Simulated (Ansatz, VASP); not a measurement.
# CaO in VASP and in Ansatz

File INCAR:

```
ALGO = Normal ; EDIFF = 1E-7
ENCUT = 520 ; GGA = PE
ISIF = 2 ; ISMEAR = 0
LASPH = T ; LCHARG = T
LELF = T ; LREAL = F
LVHAR = T ; LWAVE = F
NBANDS = 15 ; NELM = 60
PREC = Accurate ; SIGMA = 0.05
```

KPOINTS

```
k-points
0
Gamma
  8 8 8
```

POSCAR

```
CaO
1.0
    0.0000000000      2.3755300000      2.4857350000
    2.3755300000      0.0000000000      2.4857350000
    2.3755300000      2.3755300000      0.0000000000
Ca O
1 1
Direct
    0.0000000000      0.0000000000      0.0000000000
    0.5000000000      0.5000000000      0.5000000000
```

Input for Ansatz:

```yaml
crystal:
  lattice:
    - [0.0, 2.37553, 2.485735]
    - [2.37553, 0.0, 2.485735]
    - [2.37553, 2.37553, 0.0]
  atoms:
    - { symbol: Ca, position: [0.0, 0.0, 0.0] }
    - { symbol: O, position: [0.5, 0.5, 0.5] }
basis:
  ecutwfc: 420
kpoints:
  mp_grid: { grid: [8, 8, 8] }
hamiltonian:
  xc: pbe
scf:
  occupations: { method: gaussian, width: 0.05 }
output:
  forces: true
  stress: true
  eigenvalues: true
```

Change from the starting cell: strain -0.030 along x and y, +0.015 along z, atoms carried along.

Alike in both runs: task single point; functional PBE; k mesh 8 × 8 × 8; occupations gaussian, width 0.05 eV; no spin polarisation.

|  | VASP | Ansatz |
| --- | --- | --- |
| version | VASP 6.6.1 | Ansatz 0.2.0 |
| potentials or method | VASP PAW PBE potentials, release 64 (Ca_sv, O), cutoff 520 eV | scalar-relativistic, plane waves, PAW |
| valence electrons in the cell | 16 | 16 |

Ansatz gave:

```
gap on the k mesh at the Fermi level (eV)                     : 3.59
least direct gap on the mesh (eV)                             : 3.99
pressure (GPa)                                                : 1.0
traceless stress, the component that is largest in VASP (GPa) : -4.16
```

Task: Estimate VASP's values.

Result: gap on the k mesh at the Fermi level (eV): 3.57; least direct gap on the mesh (eV): 3.97; pressure (GPa): 1.5; traceless stress, the component that is largest in VASP (GPa): -4.35.
